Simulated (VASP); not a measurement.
A run of VASP 6.6.1 is set up as follows.

File POSCAR:

```
Si
1.0
    2.6420919033      0.0000000000      0.0000000000
   -1.3210459516      2.2881187074      0.0000000000
    0.0000000000      0.0000000000      4.5394548534
Si
2
Direct
    0.3333333333      0.6666666667      0.2500000000
    0.6666666667      0.3333333333      0.7500000000
```

File INCAR.step1:

```
  ALGO = Normal
  EDIFF = 1E-4
  ENCUT = 520
  GGA = PE
  ISMEAR = -1
  LASPH = T
  LCHARG = F
  LREAL = F
  LWAVE = T
  NBANDS = 11
  NELM = 80
  PREC = Accurate
  SIGMA = 0.08
```

Contents of INCAR.step2:

```
  ALGO = Normal
  EDIFF = 1E-7
  ENCUT = 520
  ISIF = 2
  ISMEAR = -1
  ISTART = 1
  LASPH = T
  LCHARG = F
  LMIXTAU = T
  LREAL = F
  LWAVE = F
  METAGGA = R2SCAN
  NBANDS = 11
  NELM = 80
  PREC = Accurate
  SIGMA = 0.08
```

KPOINTS

```
k-points
0
Gamma
  18 18 10
```

Potentials or basis: VASP PAW PBE potentials, release 64 (Si).

Run with:

```bash
$ cat potpaw_PBE.64/Si/POTCAR > POTCAR
$ cp INCAR.step1 INCAR
$ mpirun -np 1 vasp_std > vasp.out
$ cp INCAR.step2 INCAR
$ mpirun -np 1 vasp_std > vasp.out
```

(1) What does it give for the pressure?

(2) What does it give for the band gap on the k mesh?

Results:

(1) 0.1 GPa.

(2) zero (bands 4 and 5 overlap by 14.21 eV).

Caveat: the PAW data sets were made with another functional, which shifts forces and pressure a little.
